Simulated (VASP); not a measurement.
Input of a VASP 6.6.1 run:

The input INCAR:

```
SYSTEM = Si2Ge
PREC = Accurate ; ENCUT = 520
EDIFF = 1E-6 ; ISMEAR = 0
SIGMA = 0.1 ; LREAL = .False.
LASPH = .True. ; NELM = 100
ALGO = Normal ; ISIF = 2
LWAVE = .False. ; LCHARG = .False.
GGA = PE ; NBANDS = 18
```

The input KPOINTS:

```
Automatic mesh
0
Gamma
  12 12 18
  0 0 0
```

Contents of POSCAR:

```
Si2Ge
1.0
    4.5365767957      0.0000000000      0.0000000000
   -2.2682883978      3.9287907513      0.0000000000
    0.0000000000      0.0000000000      2.7469117492
Si Ge
2 1
Direct
    0.3333333333      0.6666666667      0.5000000000
    0.6666666667      0.3333333333      0.5000000000
    0.0000000000      0.0000000000      0.0000000000
```

Potentials or basis: VASP PAW PBE potentials, release 64 (Si, Ge_d).

The run is started by

```sh
$ cat potpaw_PBE.64/Si/POTCAR potpaw_PBE.64/Ge_d/POTCAR > POTCAR
$ mpirun -np 1 vasp_std > vasp.out
```

(1) Predict the pressure.

(2) Estimate the band gap on the k mesh.

## Answers

(1) 0.0 GPa.

(2) zero (band 11 reaches 10.95 eV, above the bottom of band 12 at 4.80 eV).
